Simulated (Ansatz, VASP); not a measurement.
**Two plane-wave programs on Yb**

```xyz
1
Lattice="14.0000 0.0000 0.0000 0.0000 14.4000 0.0000 0.0000 0.0000 14.8000" Properties=species:S:1:pos:R:3 pbc="T T T"
Yb    7.0000    7.2000    7.4000
```

Alike in both runs: task single point; functional PBEsol; k mesh 1 × 1 × 1; occupations fermi-dirac, width 0.01 eV; collinear spin.

```csv
,VASP,Ansatz
version,VASP 6.6.1,Ansatz 0.2.0
potentials or method,"VASP PAW PBE potentials, release 64 (Yb), cutoff 520 eV","plane waves (420 eV) with PAW, scalar-relativistic"
valence electrons in the cell,24,24
```

|  | VASP | Ansatz | Ansatz less VASP |
| --- | --- | --- | --- |
| gap on the k mesh at the Fermi level (eV) | 1.85 | 2.01 | +0.157 |
| net moment per atom (μB) | 0.00 | 0.00 | 0.000 |

VASP's potentials were made for PBE, not for PBEsol, and Ansatz warns of the same on its side. Ansatz's warnings: given moment on shells, seeded moment not kept.

Neither program's run includes spin-orbit coupling.
